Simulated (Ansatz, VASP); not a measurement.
**One calculation of Os2C3, two programs**

```
Os C
1.0
     3.29754    0.00000    0.00000
    -1.64877    2.85576    0.00000
     0.00000    0.00000    5.51470
Os C
2 3
Direct
  0.33333 0.66667 0.26192
  0.66667 0.33333 0.73808
  0.00000 0.00000 0.00000
  0.33333 0.66667 0.63605
  0.66667 0.33333 0.36395
```

Alike in both runs: functional r2SCAN; k mesh 12 × 12 × 8; occupations gaussian, width 0.1 eV; no spin polarisation.

Ansatz relaxed the structure, and its values are those at the end. VASP's run is a single point on that final structure, the one shown.

```csv
,VASP,Ansatz
version,VASP 6.6.1,Ansatz 0.2.0
potentials or method,"VASP PAW PBE potentials, release 64 (Os, C), cutoff 520 eV","scalar-relativistic, plane waves, PAW"
valence electrons in the cell,28,44
```

```csv
,VASP,Ansatz,Ansatz less VASP
gap on the k mesh at the Fermi level (eV),none,none,-
pressure (GPa),3.3,0.0,-3.30
rms of the force components (eV/Å),0.084,0.001,-0.0826
```

VASP's potentials were made for PBE, not for r2SCAN. A gap of «none» marks a metal or a gap that the smearing closes. VASP's potentials hold 28 valence electrons a cell and Ansatz's 44, so a difference there can come from the potentials and not from the codes.

Spin-orbit coupling is off throughout.
